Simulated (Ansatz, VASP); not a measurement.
# InP in VASP and in Ansatz

The input POSCAR:

```
InP
1.0
    0.0000000000      3.0421759819      2.8649618471
    3.0421759819      0.0000000000      2.8649618471
    3.0421759819      3.0421759819      0.0000000000
In P
1 1
Direct
    0.0000000000      0.0000000000      0.0000000000
    0.7500000000      0.7500000000      0.7500000000
```

The input INCAR.step1:

```
PREC     = Accurate       # precision mode
ENCUT    = 520            # plane-wave cutoff, eV
ISMEAR   = 0              # smearing method
SIGMA    = 0.05           # smearing width, eV
LREAL    = False          # projectors in reciprocal space
LASPH    = True           # aspherical terms in the spheres
NELM     = 60             # most SCF steps
NBANDS   = 16             # bands
GGA      = PE             # functional
ALGO     = Normal         # electronic algorithm
EDIFF    = 1E-4           # SCF threshold, eV
LWAVE    = True           # write WAVECAR
LCHARG   = False          # write CHGCAR
```

Contents of INCAR.step2:

```
PREC     = Accurate       # precision mode
ENCUT    = 520            # plane-wave cutoff, eV
EDIFF    = 1E-6           # SCF threshold, eV
ISMEAR   = 0              # smearing method
SIGMA    = 0.05           # smearing width, eV
LREAL    = False          # projectors in reciprocal space
LASPH    = True           # aspherical terms in the spheres
NELM     = 60             # most SCF steps
ALGO     = Normal         # electronic algorithm
ISIF     = 2              # what is computed and relaxed
LWAVE    = False          # write WAVECAR
LCHARG   = False          # write CHGCAR
METAGGA  = R2SCAN         # meta-GGA
LMIXTAU  = True         
NBANDS   = 16             # bands
ISTART   = 1
```

KPOINTS

```
Automatic mesh
0
Gamma
  8 8 8
```

Input for Ansatz:

```yaml
crystal:
  lattice:
    - [0.0, 3.0421759819, 2.8649618471]
    - [3.0421759819, 0.0, 2.8649618471]
    - [3.0421759819, 3.0421759819, 0.0]
  atoms:
    - { symbol: In, position: [0.0, 0.0, 0.0] }
    - { symbol: P, position: [0.75, 0.75, 0.75] }
basis:
  ecutwfc: 500
kpoints:
  mp_grid: { grid: [8, 8, 8] }
hamiltonian:
  xc: r2scan
scf:
  occupations: { method: gaussian, width: 0.05 }
output:
  forces: true
  stress: true
  eigenvalues: true
```

Change from the starting cell: strain +0.030 along x and y, -0.030 along z, atoms carried along.

Alike in both runs: task single point; functional r2SCAN; k mesh 8 × 8 × 8; occupations gaussian, width 0.05 eV; no spin polarisation.

```csv
,VASP,Ansatz
version,VASP 6.6.1,Ansatz 0.2.0
potentials or method,"VASP PAW PBE potentials, release 64 (In_d, P), cutoff 520 eV","scalar-relativistic, plane waves, PAW"
valence electrons in the cell,18,18
```

|  | VASP | Ansatz | Ansatz less VASP |
| --- | --- | --- | --- |
| gap on the k mesh at the Fermi level (eV) | 0.67 | 0.67 | -0.002 |
| least direct gap on the mesh (eV) | 0.67 | 0.67 | -0.002 |
| pressure (GPa) | -2.0 | -1.9 | +0.09 |
| traceless stress, the component that is largest in VASP (GPa) | 1.63 | 1.61 | -0.013 |

VASP's potentials were made for PBE, not for r2SCAN.
